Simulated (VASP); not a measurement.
Set up this calculation in VASP 6.6.1, as the native input.

```yaml
Task: single point
Functional: PBE
Potentials_or_basis: VASP PAW PBE potentials, release 64 (Cu, O)
Cutoff: 520 eV
k_mesh: 6 × 6 × 6
Occupations: gaussian, width 0.1 eV
Spin: collinear spin, ferromagnetic start
Starting_moments: "[0.46, 0.25] μB"
Dipole_correction: no
Further_INCAR_settings: ALGO = Normal; EDIFF = 1e-06; NBANDS = 20
```

The structure of CuO lies in POSCAR:

```
CuO
1.0
    0.0000000000      2.1165600000      2.1165600000
    2.1165600000      0.0000000000      2.1165600000
    2.1165600000      2.1165600000      0.0000000000
Cu O
1 1
Direct
    0.0000000000      0.0000000000      0.0000000000
    0.5000000000      0.5000000000      0.5000000000
```

The input as run:

INCAR

```
SYSTEM = CuO
PREC = Accurate ; ENCUT = 520
EDIFF = 1E-6 ; ISMEAR = 0
SIGMA = 0.1 ; LREAL = .FALSE.
LASPH = .TRUE. ; NELM = 150
ALGO = Normal ; ISIF = 2
LWAVE = .FALSE. ; LCHARG = .FALSE.
ISPIN = 2 ; MAGMOM = 0.46 0.25
LORBIT = 11 ; LMAXMIX = 4
GGA = PE ; NBANDS = 20
```

KPOINTS

```
regular mesh
0
G
  6 6 6
  0 0 0
```

Potentials or basis: VASP PAW PBE potentials, release 64 (Cu, O).

Run with:

```sh
$ cat potpaw_PBE.64/Cu/POTCAR potpaw_PBE.64/O/POTCAR > POTCAR
$ mpirun -np 1 vasp_std > vasp.out
```

It gave:

```
Pressure                                              : 2.4 GPa
Net moment                                            : 0.65 μB per cell
Site moments                                          : Cu +0.41; O +0.21 μB
Valence electrons inside the program's atomic spheres : Cu 9.78; O 4.93
```

Caveat: the k points lie up to 0.43 Å⁻¹ apart; a cell with one magnetic atom can't hold antiferromagnetic order, which such compounds often take.

It took 11 s on 1 thread of Intel(R) Xeon(R) Platinum 8375C CPU @ 2.90GHz (Ice Lake) (shared host), peak memory 0.15 GiB.
